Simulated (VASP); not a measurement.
# NaH (P4/mmm) in VASP: notebook

NaH is run at these levels: LDA; tasks: single point.

All numbers are computed with VASP 6.6.1; they aren't measurements. Logs are shortened: lines on timing, memory, paths and dates and some standing lists are left out, and cuts for length are marked.

### 1 The cell of the first run

The structure is tetragonal, space group P4/mmm (No. 123). Conventional cell: a = 2.926 Å, b = 2.926 Å, c = 3.015 Å, α = 90.00°, β = 90.00°, γ = 90.00°. Na (site symmetry 4/mmm) has 8 H at 2.56 Å and 6 Na at 2.93 to 3.02 Å within 3.4 Å. H (site symmetry 4/mmm) has 8 Na at 2.56 Å and 6 H at 2.93 to 3.02 Å within 3.4 Å.

### 2 Single point, LDA

The input, INCAR:

```
SYSTEM = NaH
PREC     = Accurate       ! precision mode
ENCUT    = 520            ! plane-wave cutoff, eV
EDIFF    = 1E-6           ! SCF threshold, eV
ISMEAR   = 0              ! smearing method
SIGMA    = 0.02           ! smearing width, eV
LREAL    = .FALSE.        ! projectors in reciprocal space
LASPH    = .TRUE.         ! aspherical terms in the spheres
NELM     = 100            ! most SCF steps
ALGO     = Normal         ! electronic algorithm
ISIF     = 2              ! what is computed and relaxed
LWAVE    = .FALSE.        ! write WAVECAR
LCHARG   = .FALSE.        ! write CHGCAR
NBANDS   = 11             ! bands
```

The input, KPOINTS:

```
regular mesh
0
G
  6 6 6
  0 0 0
```

The input, POSCAR:

```
NaH
1.0
    2.9255727600      0.0000000000      0.0000000000
    0.0000000000      2.9255727600      0.0000000000
    0.0000000000      0.0000000000      3.0151249872
Na H
1 1
Direct
    0.0000000000      0.0000000000      0.0000000000
    0.5000000000      0.5000000000      0.5000000000
```

Potentials or basis: VASP PAW LDA potentials, release 64 (Na_pv, H).

Started as:

```bash
> cat potpaw_LDA.64/Na_pv/POTCAR potpaw_LDA.64/H/POTCAR > POTCAR
> mpirun -np 1 vasp_std > vasp.out
```

OUTCAR:

```text
SYSTEM = NaH
   PREC = Accurate
   ENCUT = 520
   EDIFF = 1E-6
   ISMEAR = 0
   LREAL = .FALSE.
   LASPH = .TRUE.
   NELM = 100
   ISIF = 2

 ion  position               nearest neighbor table
   1  0.000  0.000  0.000-
   2  0.500  0.500  0.500-

  LATTYP: Found a simple tetragonal cell.
 ALAT       =     2.9255727600
 C/A-ratio  =     1.0306101521

  Lattice vectors:

 A1 = (   2.9255727600,   0.0000000000,   0.0000000000)
 A2 = (   0.0000000000,   2.9255727600,   0.0000000000)
 A3 = (   0.0000000000,   0.0000000000,   3.0151249872)

Analysis of symmetry for initial positions (statically):
=====================================================================
 Subroutine PRICEL returns:
 Original cell was already a primitive cell.

 Routine SETGRP: Setting up the symmetry group for a
 simple tetragonal supercell.

 Subroutine GETGRP returns: Found 16 space group operations
 (whereof 16 operations were pure point group operations)
 out of a pool of 16 trial point group operations.

The static configuration has the point symmetry D_4h.

Analysis of symmetry for dynamics (positions and initial velocities):
=====================================================================
 Subroutine PRICEL returns:
 Original cell was already a primitive cell.

 Routine SETGRP: Setting up the symmetry group for a
 simple tetragonal supercell.

 Subroutine GETGRP returns: Found 16 space group operations
 (whereof 16 operations were pure point group operations)
 out of a pool of 16 trial point group operations.

The dynamic configuration has the point symmetry D_4h.

 Subroutine INISYM returns: Found 16 space group operations
 (whereof 16 operations are pure point group operations),
 and found     1 'primitive' translations

----------------------------------------------------------------------------------------

                                     Primitive cell

  volume of cell :      25.8064

  direct lattice vectors                    reciprocal lattice vectors
     2.925572760  0.000000000  0.000000000     0.341813410  0.000000000  0.000000000
     0.000000000  2.925572760  0.000000000     0.000000000  0.341813410  0.000000000
     0.000000000  0.000000000  3.015124987     0.000000000  0.000000000  0.331661209

  length of vectors
     2.925572760  2.925572760  3.015124987     0.341813410  0.341813410  0.331661209

  position of ions in fractional coordinates (direct lattice)
     0.000000000  0.000000000  0.000000000
     0.500000000  0.500000000  0.500000000

  ion indices of the primitive-cell ions
   primitive index   ion index
                 1           1
                 2           2

----------------------------------------------------------------------------------------

 KPOINTS: regular mesh

Automatic generation of k-mesh.
 Grid dimensions read from file:
 generate k-points for:    6    6    6

 Generating k-lattice:

  Cartesian coordinates                     Fractional coordinates (reciprocal lattice)
     0.056968902  0.000000000  0.000000000     0.166666667  0.000000000  0.000000000
     0.000000000  0.056968902  0.000000000     0.000000000  0.166666667  0.000000000
     0.000000000  0.000000000  0.055276868     0.000000000  0.000000000  0.166666667

  Length of vectors
     0.056968902  0.056968902  0.055276868

  Shift w.r.t. Gamma in fractional coordinates (k-lattice)
     0.000000000  0.000000000  0.000000000

 Subroutine IBZKPT returns following result:
 ===========================================

 Found     40 irreducible k-points:

 Following reciprocal coordinates:
            Coordinates               Weight
  0.000000  0.000000  0.000000      1.000000
  0.166667  0.000000  0.000000      4.000000
  0.333333  0.000000  0.000000      4.000000
  0.500000  0.000000  0.000000      2.000000
  0.166667  0.166667  0.000000      4.000000
  0.333333  0.166667  0.000000      8.000000
[... 16 lines left out ...]
  0.333333  0.000000  0.333333      8.000000
  0.500000  0.000000  0.333333      4.000000
 [... further k-points ...]
   k-points           NKPTS =     40   k-points in BZ     NKDIM =     40   number of bands    NBANDS=     11
   number of dos      NEDOS =    301   number of ions     NIONS =      2
   total plane-waves  NPLWV =  13824
   dimension x,y,z NGX =    24 NGY =   24 NGZ =   24
   dimension x,y,z NGXF=    48 NGYF=   48 NGZF=   48
   ions per type =               1   1
   NGX,Y,Z   is equivalent  to a cutoff of  13.64, 13.64, 13.23 a.u.
   NGXF,Y,Z  is equivalent  to a cutoff of  27.28, 27.28, 26.47 a.u.
 SYSTEM =  NaH
   PREC   = accura    normal or accurate (medium, high low for compatibility)
   ISTART =      0    job   : 0-new  1-cont  2-samecut
   ICHARG =      2    charge: 1-file 2-atom 10-const
   ISPIN  =      1    spin polarized calculation?
   LNONCOLLINEAR =      F non collinear calculations
   LSORBIT =      F    spin-orbit coupling
   LASPH  =      T    aspherical Exc in radial PAW
   ENCUT  =  520.0 eV  38.22 Ry    6.18 a.u.   5.44  5.44  5.61*2*pi/ulx,y,z
   NELM   =    100;   NELMIN=  2; NELMDL= -5     # of ELM steps
   EDIFF  = 0.1E-05   stopping-criterion for ELM
   LREAL  =      F    real-space projection
   EDIFFG = 0.1E-04   stopping-criterion for IOM
   NSW    =      0    number of steps for IOM
   IBRION =     -1    ionic relax: 0-MD 1-quasi-New 2-CG
   NFREE  =      0    steps in history (QN), initial steepest desc. (CG)
   ISIF   =      2    stress and relaxation
   ISYM   =      2    0-nonsym 1-usesym 2-fastsym
   POTIM  = 0.5000    time-step for ionic-motion
   TEBEG  =    0.0;   TEEND  =   0.0 temperature during run
   PSTRESS=    0.0 pullay stress
   NELECT =       8.0000    total number of electrons
   NUPDOWN=      -1.0000    fix difference up-down
   EMIN   =  10.00;   EMAX   =-10.00  energy-range for DOS
   EFERMI =   0.00;   METHOD = LEGACY
   ISMEAR =     0;   SIGMA  =   0.02  broadening in eV -4-tet -1-fermi 0-gaus
   EFERMI_NEDOS =   21; number of points for ismear=-14 and -15
   IALGO  =     38    algorithm
   IMIX   =      4    mixing-type and parameters
     AMIX     =   0.40;   BMIX     =  1.00
     AMIX_MAG =   1.60;   BMIX_MAG =  1.00
  volume/ion in A,a.u.               =      12.90        87.08
  Fermi-wavevector in a.u.,A,eV,Ry     =   1.107973  2.093765 16.702564  1.227604
  Thomas-Fermi vector in A             =   2.244494
   LORBIT       =      0    0 simple, 1 ext, 2 COOP (PROOUT), +10 PAW based schemes
   GGA     = CA    functional components
   LHFCALC =     F    Hartree Fock is set to
   AEXX    =    0.0000 exact exchange contribution
   IVDW    =     0    specifies the selected vdW correction
   LEPSILON=     F    determine dielectric tensor
   LRPA    =     F    only Hartree local field effects (RPA)
 non-spin polarized calculation
 Gauss-broadening in eV      SIGMA  =   0.02
  energy-cutoff  :      520.00
  volume of cell :       25.81
 maximum number of plane-waves:       716
 NGX is ok and might be reduce to    24

 number of electron       8.0000001 magnetization

 Free energy of the ion-electron system (eV)
  ---------------------------------------------------
  ext. energy  EPLUGINS =         0.00000000
  ---------------------------------------------------
  free energy    TOTEN  =        -5.08561037 eV

  energy without entropy =       -5.08561037  energy(sigma->0) =       -5.08561037

 E-fermi :   1.4477     XC(G=0):  -8.6174

 val. band max:        1.3021701716   @ k =   0.5000   0.5000   0.5000
 cond. band min:       1.6808445994   @ k =   0.0000   0.0000   0.5000
 fundamental gap:      0.3786744278
 Fermi energy:         1.4476526054

 k-point     1 :       0.0000    0.0000    0.0000
  band No.  band energies     occupation
      1     -23.4145      2.00000
      2     -23.4101      2.00000
      3     -23.4101      2.00000
      4      -4.8848      2.00000
      5       9.6982      0.00000
      6      11.5872      0.00000
      7      12.0124      0.00000
      8      12.7009      0.00000
      9      13.7047      0.00000
     10      13.7047      0.00000
     11      26.1290      0.00000

 k-point     2 :       0.1667    0.0000    0.0000
  band No.  band energies     occupation
      1     -23.4607      2.00000
      2     -23.4099      2.00000
      3     -23.4057      2.00000
      4      -4.4369      2.00000
      5       7.4600      0.00000
      6      10.6633      0.00000
      7      12.1970      0.00000
      8      13.0393      0.00000
      9      14.0386      0.00000
     10      18.1660      0.00000
     11      23.0409      0.00000

 k-point     3 :       0.3333    0.0000    0.0000
  band No.  band energies     occupation
      1     -23.5606      2.00000
      2     -23.4006      2.00000
      3     -23.3969      2.00000
      4      -3.2255      2.00000
      5       3.8234      0.00000
      6      11.3459      0.00000
      7      13.4931      0.00000
      8      13.9876      0.00000
      9      14.9683      0.00000
     10      19.6977      0.00000
     11      19.8000      0.00000

 k-point     4 :       0.5000    0.0000    0.0000
  band No.  band energies     occupation
      1     -23.6099      2.00000
      2     -23.3960      2.00000
      3     -23.3925      2.00000
      4      -2.2055      2.00000
      5       1.9683      0.00000
      6      11.7867      0.00000
      7      14.8402      0.00000
      8      14.8767      0.00000
      9      15.7877      0.00000
     10      17.4311      0.00000
     11      18.0268      0.00000

 k-point     5 :       0.1667    0.1667    0.0000
  band No.  band energies     occupation
      1     -23.4590      2.00000
      2     -23.4514      2.00000
      3     -23.4054      2.00000
      4      -4.0033      2.00000
      5       7.3868      0.00000
      6       8.5504      0.00000
      7      11.4451      0.00000
      8      13.3930      0.00000
      9      17.7905      0.00000
     10      18.8633      0.00000
     11      20.1055      0.00000
[... 211 lines left out ...]
 k-point    21 :       0.0000    0.0000    0.3333
  band No.  band energies     occupation
      1     -23.5334      2.00000
      2     -23.4003      2.00000
      3     -23.4003      2.00000
      4      -3.3367      2.00000
      5       3.4102      0.00000
      6      11.7113      0.00000
      7      13.6822      0.00000
      8      14.8890      0.00000
      9      14.8890      0.00000
     10      19.8441      0.00000
     11      20.2875      0.00000

 k-point    22 :       0.1667    0.0000    0.3333
  band No.  band energies     occupation
      1     -23.5260      2.00000
      2     -23.4480      2.00000
      3     -23.3961      2.00000
      4      -2.9479      2.00000
      5       3.8453      0.00000
      6       9.0263      0.00000
      7      12.7743      0.00000
      8      15.2907      0.00000
      9      16.1227      0.00000
     10      18.9130      0.00000
     11      20.4656      0.00000

 k-point    23 :       0.3333    0.0000    0.3333
  band No.  band energies     occupation
      1     -23.5431      2.00000
      2     -23.5106      2.00000
      3     -23.3877      2.00000
      4      -1.9221      2.00000
      5       4.7868      0.00000
      6       5.8596      0.00000
      7      11.1676      0.00000
      8      15.1603      0.00000
      9      16.4331      0.00000
     10      20.5322      0.00000
     11      20.8989      0.00000

 k-point    24 :       0.5000    0.0000    0.3333
  band No.  band energies     occupation
      1     -23.5895      2.00000
      2     -23.5034      2.00000
      3     -23.3835      2.00000
      4      -1.1293      2.00000
      5       3.7597      0.00000
      6       6.3714      0.00000
      7       9.5017      0.00000
      8      15.5153      0.00000
      9      17.5973      0.00000
     10      19.5303      0.00000
     11      20.6610      0.00000

 [... further k-points ...]
[... 5 lines left out ...]
  --------------------------------------------------------------------------------------
  -------------------------------------------------------------------------------------
  Total       -0.1513331     -0.1513331     -0.6940242      0.0000000     -0.0000000      0.0000000
  in kB       -9.3954456     -9.3954456    -43.0881734      0.0000000     -0.0000000      0.0000000
  external PRESSURE =     -20.6263549 kB  Pullay stress =       0.0000000 kB

 VOLUME and BASIS-vectors are now :
 -----------------------------------------------------------------------------
  energy-cutoff  :      520.00
  volume of cell :       25.81
      direct lattice vectors                 reciprocal lattice vectors
     2.925572760  0.000000000  0.000000000     0.341813410  0.000000000  0.000000000
     0.000000000  2.925572760  0.000000000     0.000000000  0.341813410  0.000000000
     0.000000000  0.000000000  3.015124987     0.000000000  0.000000000  0.331661209

 POSITION                                       TOTAL-FORCE (eV/Angst)
 -----------------------------------------------------------------------------------
      0.00000      0.00000      0.00000         0.000000      0.000000      0.000000
      1.46279      1.46279      1.50756         0.000000      0.000000      0.000000
 -----------------------------------------------------------------------------------
    total drift:                                0.000000      0.000000      0.000000

  FREE ENERGIE OF THE ION-ELECTRON SYSTEM (eV)
  ---------------------------------------------------
  free  energy   TOTEN  =        -5.0856103706 eV

  energy  without entropy=       -5.0856103706  energy(sigma->0) =       -5.08561037
```

Run time: 4.5 s. Hardware: 1 thread of Intel Xeon Platinum 8259CL at 2.50GHz (Skylake/Cascade Lake), shared host; peak memory 0.12 GiB.

What came out:

```
Free energy            : -5.0856 eV
Pressure               : -2.1 GPa
Band gap on the k mesh : 0.38 eV, indirect (least direct gap 4.08 eV)
```

Levels at points of the mesh, in eV from the valence-band top:
| k point | band 2 | band 3 | band 4 | band 5 | band 6 | band 7 |
| --- | --- | --- | --- | --- | --- | --- |
| (0.00, 0.00, 0.00) | -24.71 | -24.71 | -6.19 | 8.40 | 10.29 | 10.71 |
| (0.50, 0.00, 0.00) | -24.70 | -24.69 | -3.51 | 0.67 | 10.48 | 13.54 |
| (0.50, 0.50, 0.00) | -24.88 | -24.68 | -1.71 | 4.00 | 4.00 | 6.47 |
| (0.00, 0.00, 0.50) | -24.70 | -24.70 | -3.70 | 0.38 | 10.78 | 13.63 |
| (0.50, 0.00, 0.50) | -24.84 | -24.68 | -1.88 | 3.72 | 3.79 | 6.19 |
| (0.50, 0.50, 0.50) | -24.86 | -24.81 | 0.00 | 6.42 | 6.55 | 6.55 |

A k mesh can miss the band edges.

### 3 Single point, LDA

This run uses another cell than the first one, of the same volume but with other edges.

The input, INCAR:

```
SYSTEM = NaH
ALGO = Normal ; EDIFF = 1E-6
ENCUT = 520 ; GGA = CA
ISIF = 2 ; ISMEAR = 0
LASPH = .TRUE. ; LCHARG = .FALSE.
LREAL = .FALSE. ; LWAVE = .FALSE.
NBANDS = 11 ; NELM = 100
PREC = Accurate ; SIGMA = 0.02
```

The input, KPOINTS:

```
k-points
0
G
  6 6 6
  0 0 0
```

The input, POSCAR:

```
NaH
1.0
    2.9846752400      0.0000000000      0.0000000000
    0.0000000000      2.9846752400      0.0000000000
    0.0000000000      0.0000000000      2.8968963827
Na H
1 1
Direct
    0.0000000000      0.0000000000      0.0000000000
    0.5000000000      0.5000000000      0.5000000000
```

Potentials or basis: VASP PAW LDA potentials, release 64 (Na_pv, H).

Started as:

```bash
> cat potpaw_LDA.64/Na_pv/POTCAR potpaw_LDA.64/H/POTCAR > POTCAR
> mpirun -np 1 vasp_std > vasp.out
```

OUTCAR:

```text
SYSTEM = NaH
   EDIFF = 1E-6
   ENCUT = 520
   GGA = CA
   ISIF = 2
   ISMEAR = 0
   LASPH = .TRUE.
   LREAL = .FALSE.
   NELM = 100
   PREC = Accurate

 ion  position               nearest neighbor table
   1  0.000  0.000  0.000-
   2  0.500  0.500  0.500-

  LATTYP: Found a simple tetragonal cell.
 ALAT       =     2.9846752400
 C/A-ratio  =     0.9705901479

  Lattice vectors:

 A1 = (   2.9846752400,   0.0000000000,   0.0000000000)
 A2 = (   0.0000000000,   2.9846752400,   0.0000000000)
[... 513 lines left out ...]
      6       6.7612      0.00000
      7       9.8457      0.00000
      8      15.0172      0.00000
      9      17.0327      0.00000
     10      18.7372      0.00000
     11      20.2340      0.00000

 [... further k-points ...]
[... 5 lines left out ...]
  --------------------------------------------------------------------------------------
  -------------------------------------------------------------------------------------
  Total       -0.5114120     -0.5114120      0.0257452      0.0000000      0.0000000      0.0000000
  in kB      -31.7507770    -31.7507770      1.5983769      0.0000000      0.0000000      0.0000000
  external PRESSURE =     -20.6343923 kB  Pullay stress =       0.0000000 kB

 VOLUME and BASIS-vectors are now :
 -----------------------------------------------------------------------------
  energy-cutoff  :      520.00
  volume of cell :       25.81
      direct lattice vectors                 reciprocal lattice vectors
     2.984675240  0.000000000  0.000000000     0.335044827  0.000000000  0.000000000
     0.000000000  2.984675240  0.000000000     0.000000000  0.335044827  0.000000000
     0.000000000  0.000000000  2.896896383     0.000000000  0.000000000  0.345197020

 POSITION                                       TOTAL-FORCE (eV/Angst)
 -----------------------------------------------------------------------------------
      0.00000      0.00000      0.00000         0.000000      0.000000      0.000000
      1.49234      1.49234      1.44845         0.000000      0.000000      0.000000
 -----------------------------------------------------------------------------------
    total drift:                                0.000000      0.000000      0.000000

  FREE ENERGIE OF THE ION-ELECTRON SYSTEM (eV)
  ---------------------------------------------------
  free  energy   TOTEN  =        -5.0857104888 eV

  energy  without entropy=       -5.0857104888  energy(sigma->0) =       -5.08571049
```

Wall time 4.4 s (1 thread of Intel Xeon Platinum 8259CL at 2.50GHz (Skylake/Cascade Lake), shared host); peak memory 0.12 GiB.

Results:

| Property | Result |
| --- | --- |
| Free energy | -5.0857 eV |
| Pressure | -2.1 GPa |
| Band gap on the k mesh | 0.48 eV, indirect (least direct gap 4.11 eV) |

Levels at points of the mesh, in eV from the valence-band top:
```
           k point  band 2  band 3  band 4  band 5  band 6  band 7
(0.00, 0.00, 0.00)  -24.72  -24.71   -6.19    8.42   10.20   10.78
(0.50, 0.00, 0.00)  -24.70  -24.70   -3.64    0.48   10.65   13.60
(0.50, 0.50, 0.00)  -24.86  -24.68   -1.94    3.67    3.67    6.10
(0.00, 0.00, 0.50)  -24.70  -24.70   -3.44    0.76   10.44   13.58
(0.50, 0.00, 0.50)  -24.85  -24.68   -1.76    3.89    3.95    6.38
(0.50, 0.50, 0.50)  -24.83  -24.83    0.00    6.47    6.47    6.59
```

A k mesh can miss the band edges.

(Part 1 of 2 ends here.)
